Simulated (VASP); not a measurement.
# Fe2Co3 (R-3m) in VASP: notebook

Runs on Fe2Co3. Level: PBE. Tasks: single point.

Everything below comes from runs of VASP 6.6.1. Logs are shortened: lines on timing, memory, paths and dates and some standing lists are left out, and cuts for length are marked.

### Step 1. The cell of the first run

Symmetry: R-3m, No. 166, trigonal system. The conventional cell has a = 3.940 Å, b = 3.940 Å, c = 12.063 Å, α = 90.00°, β = 90.00°, γ = 120.00°. Within 3.2 Å of Fe (site symmetry 3m) lie 3 Fe at 2.41 Å and 11 Co at 2.41 to 2.79 Å. Within 3.2 Å of Co (site symmetry 3m) lie 7 Fe at 2.41 to 2.79 Å and 7 Co at 2.41 to 2.79 Å. Co (site symmetry -3m) has 6 Co at 2.41 Å and 8 Fe at 2.41 to 2.79 Å within 3.2 Å.

### Step 2. Single point, PBE, collinear spin, ferromagnetic start

Input file INCAR:

```
SYSTEM = Fe2Co3
PREC = Accurate
ENCUT = 520
EDIFF = 1E-6
ISMEAR = 0
SIGMA = 0.1
LREAL = .FALSE.
LASPH = .TRUE.
NELM = 150
ALGO = Normal
ISIF = 2
LWAVE = .FALSE.
LCHARG = .TRUE.
ISPIN = 2
MAGMOM = 4 4 3 3 3
LORBIT = 11
LMAXMIX = 4
GGA = PE
LELF = .TRUE.
LVHAR = .TRUE.
NBANDS = 34
```

Input file KPOINTS:

```
Automatic mesh
0
G
  6 6 6
  0 0 0
```

Input file POSCAR:

```
Fe2Co3
1.0
    1.9698444500      1.1372902200      4.0209281400
   -1.9698444500      1.1372902200      4.0209281400
    0.0000000000     -2.2745804400      4.0209281400
Fe Co
2 3
Direct
    0.7000000000      0.7000000000      0.7000000000
    0.3000000000      0.3000000000      0.3000000000
    0.9000000000      0.9000000000      0.9000000000
    0.5000000000      0.5000000000      0.5000000000
    0.1000000000      0.1000000000      0.1000000000
```

Potentials or basis: VASP PAW PBE potentials, release 64 (Fe, Co).

Started as:

```sh
$ cat potpaw_PBE.64/Fe/POTCAR potpaw_PBE.64/Co/POTCAR > POTCAR
$ mpirun -np 1 vasp_std > vasp.out
```

OUTCAR:

```text
SYSTEM = Fe2Co3
   PREC = Accurate
   ENCUT = 520
   EDIFF = 1E-6
   ISMEAR = 0
   LREAL = .FALSE.
   LASPH = .TRUE.
   NELM = 150
   ISIF = 2
   ISPIN = 2
   LORBIT = 11
   GGA = PE

 ion  position               nearest neighbor table
   1  0.700  0.700  0.700-   5 2.41   2 2.41   3 2.41   4 2.41   5 2.41   5 2.41   2 2.41   2 2.41
                             4 2.79   3 2.79   4 2.79   4 2.79   3 2.79   3 2.79
   2  0.300  0.300  0.300-   3 2.41   1 2.41   5 2.41   4 2.41   3 2.41   3 2.41   1 2.41   1 2.41
                             4 2.79   5 2.79   4 2.79   4 2.79   5 2.79   5 2.79
   3  0.900  0.900  0.900-   4 2.41   2 2.41   1 2.41   5 2.41   4 2.41   4 2.41   2 2.41   2 2.41
                             5 2.79   1 2.79   5 2.79   5 2.79   1 2.79   1 2.79
   4  0.500  0.500  0.500-   5 2.41   3 2.41   2 2.41   1 2.41   5 2.41   5 2.41   3 2.41   3 2.41
                             1 2.79   2 2.79   1 2.79   2 2.79   1 2.79   2 2.79
   5  0.100  0.100  0.100-   1 2.41   4 2.41   2 2.41   3 2.41   1 2.41   1 2.41   4 2.41   4 2.41
                             3 2.79   2 2.79   3 2.79   3 2.79   2 2.79   2 2.79

  LATTYP: Found a trigonal (rhomboedric) cell.
 ALAT       =     4.6196947203
 COS(alpha) =     0.6363636354

  Lattice vectors:

 A1 = (   1.9698444500,   1.1372902200,   4.0209281400)
 A2 = (  -1.9698444500,   1.1372902200,   4.0209281400)
 A3 = (   0.0000000000,  -2.2745804400,   4.0209281400)

Analysis of symmetry for initial positions (statically):
=====================================================================
 Subroutine PRICEL returns:
 Original cell was already a primitive cell.

 Routine SETGRP: Setting up the symmetry group for a
 trigonal (rhombohedral) supercell.

 Subroutine GETGRP returns: Found 12 space group operations
 (whereof 12 operations were pure point group operations)
 out of a pool of 12 trial point group operations.

The static configuration has the point symmetry D_3d.

Analysis of symmetry for dynamics (positions and initial velocities):
=====================================================================
 Subroutine PRICEL returns:
 Original cell was already a primitive cell.

 Routine SETGRP: Setting up the symmetry group for a
 trigonal (rhombohedral) supercell.

 Subroutine GETGRP returns: Found 12 space group operations
 (whereof 12 operations were pure point group operations)
 out of a pool of 12 trial point group operations.

The dynamic configuration has the point symmetry D_3d.

Analysis of structural, dynamic, and magnetic symmetry:
=====================================================================
 Subroutine PRICEL returns:
 Original cell was already a primitive cell.

[... 150 lines left out ...]
   NGX = 17   NGY = 17   NGZ = 17

 number of electron      43.0000000 magnetization       8.8519733

 number of electron      42.9999999 magnetization      10.4154924

 Free energy of the ion-electron system (eV)
  ---------------------------------------------------
  ext. energy  EPLUGINS =         0.00000000
  ---------------------------------------------------
  free energy    TOTEN  =       -37.47352614 eV

  energy without entropy =      -37.44435152  energy(sigma->0) =      -37.45893883

 E-fermi :   9.0489     XC(G=0): -13.4113

 val. band max:        9.0392440221   @ k =   0.5000   0.3333   0.0000
 cond. band min:       9.0510138896   @ k =  -0.3333  -0.3333   0.1667
 fundamental gap:      0.0117698675
 Fermi energy:         9.0488886105

 spin component 1

 k-point     1 :       0.0000    0.0000    0.0000
  band No.  band energies     occupation
      1      -0.1609      1.00000
      2       4.4485      1.00000
      3       4.4485      1.00000
      4       4.5030      1.00000
      5       4.5030      1.00000
      6       4.9687      1.00000
[... 853 lines left out ...]
     32      17.6791      0.00000
     33      21.3306      0.00000

 [... further k-points ...]

 spin component 2

 k-point     1 :       0.0000    0.0000    0.0000
  band No.  band energies     occupation
      1      -0.0170      1.00000
      2       6.0425      1.00000
      3       6.0425      1.00000
      4       6.2644      1.00000
      5       6.2895      1.00000
      6       6.2895      1.00000
[... 853 lines left out ...]
     32      18.7038      0.00000
     33      22.0466      0.00000

 [... further k-points ...]

 [bands above 33 left out]

------------------------ aborting loop because EDIFF is reached ----------------------------------------

  FORCE on cell =-STRESS in cart. coord.  units (eV):
  Direction    XX          YY          ZZ          XY          YZ          ZX
  --------------------------------------------------------------------------------------
  -------------------------------------------------------------------------------------
  Total        3.8429881      3.8429881      3.4219230      0.0000000      0.0000000      0.0000000
  in kB      113.9196968    113.9196961    101.4378457      0.0000000      0.0000000      0.0000000
  external PRESSURE =     109.7590795 kB  Pullay stress =       0.0000000 kB

 VOLUME and BASIS-vectors are now :
 -----------------------------------------------------------------------------
  energy-cutoff  :      520.00
  volume of cell :       54.05
      direct lattice vectors                 reciprocal lattice vectors
     1.969844450  1.137290220  4.020928140     0.253827149  0.146547173  0.082899600
    -1.969844450  1.137290220  4.020928140    -0.253827149  0.146547173  0.082899600
     0.000000000 -2.274580440  4.020928140     0.000000000 -0.293094346  0.082899600

 POSITION                                       TOTAL-FORCE (eV/Angst)
 -----------------------------------------------------------------------------------
      0.00000      0.00000      8.44395         0.000000     -0.000000      0.078943
      0.00000      0.00000      3.61884         0.000000      0.000000     -0.078943
      0.00000      0.00000     10.85651         0.000000     -0.000000     -0.178079
      0.00000      0.00000      6.03139        -0.000000     -0.000000      0.000000
      0.00000      0.00000      1.20628         0.000000      0.000000      0.178079
 -----------------------------------------------------------------------------------
    total drift:                                0.000000     -0.000000      0.000000

  FREE ENERGIE OF THE ION-ELECTRON SYSTEM (eV)
  ---------------------------------------------------
  free  energy   TOTEN  =       -37.4735261428 eV

  energy  without entropy=      -37.4443515232  energy(sigma->0) =      -37.45893883

 total charge

# of ion       s       p       d       tot
------------------------------------------
    1        0.496   0.562   6.262   7.320
    2        0.496   0.562   6.262   7.320
    3        0.504   0.559   7.250   8.313
    4        0.504   0.560   7.237   8.301
    5        0.504   0.559   7.250   8.313
--------------------------------------------------
tot          2.505   2.802  34.261  39.567

 magnetization (x)

# of ion       s       p       d       tot
------------------------------------------
    1        0.001  -0.034   2.579   2.545
    2        0.001  -0.034   2.579   2.545
    3       -0.010  -0.052   1.829   1.767
    4       -0.011  -0.056   1.865   1.799
    5       -0.010  -0.052   1.829   1.767
--------------------------------------------------
tot         -0.029  -0.229  10.680  10.422
```

stdout:

```text
POSCAR found type information on POSCAR FeCo
 POSCAR found :  2 types and       5 ions
 scaLAPACK will be used
 LDA part: xc-table for (Slater+PW92), standard interpolation
 POSCAR, INCAR and KPOINTS ok, starting setup
 FFT: planning ... GRIDC
 FFT: planning ... GRID_SOFT
 FFT: planning ... GRID
 WAVECAR not read
 entering main loop
```

Wall time 3.3 min (1 thread of Intel Xeon Platinum 8375C at 2.90GHz (Ice Lake), shared host); peak memory 0.29 GiB.

What came out:

```
Free energy                                           : -37.4735 eV
Pressure                                              : 11.0 GPa
Largest force                                         : 0.178 eV/Å
Net moment                                            : 10.42 μB per cell
Site moments                                          : Fe +2.54; Co +1.77, +1.80 (each value once) μB
Valence electrons inside the program's atomic spheres : Fe 7.32; Co 8.31, 8.30 (each value once)
```

Forces on the atoms (eV/Å):
```
Fe   0.000  0.000  0.079
Fe   0.000  0.000 -0.079
Co   0.000  0.000 -0.178
Co   0.000  0.000  0.000
Co   0.000  0.000  0.178
```

Caveat: the cell stands under pressure.

### Step 3. Single point, PBE, collinear spin, ferromagnetic start

This run uses another cell than the first one, of 11.38 Å³/atom.

Input file INCAR:

```
SYSTEM = Fe2Co3
  PREC = Accurate
  ENCUT = 520
  EDIFF = 1E-7
  ISMEAR = 0
  SIGMA = 0.1
  LREAL = .False.
  LASPH = .True.
  NELM = 150
  ALGO = Fast
  ISIF = 2
  LWAVE = .False.
  LCHARG = .False.
  ISPIN = 2
  MAGMOM = 4 4 3 3 3
  LORBIT = 11
  LMAXMIX = 4
  GGA = PE
  NBANDS = 34
```

Input file KPOINTS:

```
Automatic mesh
0
Gamma
  6 6 6
  0 0 0
```

Input file POSCAR:

```
Fe2Co3
1.0
    2.0063851920      1.1583870307      4.0800201174
   -2.0063851920      1.1583870307      4.0800201174
    0.0000000000     -2.3167740614      4.0800201174
Fe Co
2 3
Direct
    0.7003986905      0.7003986905      0.7003986905
    0.2996013095      0.2996013095      0.2996013095
    0.8991389245      0.8991389245      0.8991389245
    0.5000000000      0.5000000000      0.5000000000
    0.1008610755      0.1008610755      0.1008610755
```

Potentials or basis: VASP PAW PBE potentials, release 64 (Fe, Co).

Started as:

```sh
$ cat potpaw_PBE.64/Fe/POTCAR potpaw_PBE.64/Co/POTCAR > POTCAR
$ mpirun -np 1 vasp_std > vasp.out
```

Wall time 4.6 min (1 thread of Intel Xeon Platinum 8375C at 2.90GHz (Ice Lake), shared host); peak memory 0.29 GiB.

Results (log left out):

```
Free energy                                           : -37.5657 eV
Pressure                                              : -0.3 GPa
Largest force                                         : 0.021 eV/Å
Net moment                                            : 10.55 μB per cell
Site moments                                          : Fe +2.61; Co +1.78, +1.82 (each value once) μB
Valence electrons inside the program's atomic spheres : Fe 7.21; Co 8.22, 8.21 (each value once)
```

Forces in eV/Å, atoms in the order of the input:
```
Fe   0.000  0.000  0.009
Fe   0.000  0.000 -0.009
Co   0.000  0.000 -0.021
Co   0.000  0.000  0.000
Co   0.000  0.000  0.021
```

Stress tensor (GPa, compression positive):
```
-0.28  0.00  0.00
 0.00 -0.28  0.00
 0.00  0.00 -0.44
```

Levels at points of the mesh, in eV from the Fermi level:
Spin up:
| k point | band 24 | band 25 | band 26 | band 27 | band 28 | band 29 | band 30 | band 31 |
| --- | --- | --- | --- | --- | --- | --- | --- | --- |
| (0.00, 0.00, 0.00) | -1.32 | -0.98 | -0.98 | 3.52 | 3.62 | 6.77 | 6.77 | 6.86 |
| (0.50, 0.00, 0.00) | -1.25 | -1.11 | -0.97 | -0.43 | 0.04 | 4.68 | 4.72 | 6.42 |
| (0.50, 0.50, 0.00) | -1.07 | -0.59 | -0.45 | -0.25 | -0.01 | 1.17 | 1.26 | 6.36 |
| (0.50, 0.50, 0.50) | -1.36 | -0.71 | -0.71 | -0.67 | 6.33 | 6.33 | 6.38 | 6.38 |
Spin down:
```csv
k point,band 12,band 13,band 14,band 15,band 16,band 17,band 18,band 19,band 20,band 21
"(0.00, 0.00, 0.00)",-1.57,-1.03,-1.01,-0.99,-0.99,0.41,0.41,0.60,0.60,0.91
"(0.50, 0.00, 0.00)",-1.35,-1.31,-1.28,-0.20,-0.09,0.10,0.12,0.23,0.27,0.65
"(0.50, 0.50, 0.00)",-1.71,-1.06,-0.73,-0.16,-0.14,0.07,0.27,0.49,0.49,0.82
"(0.50, 0.50, 0.50)",-1.82,-1.33,-1.33,-0.01,0.29,0.29,0.59,0.59,0.86,1.15
```
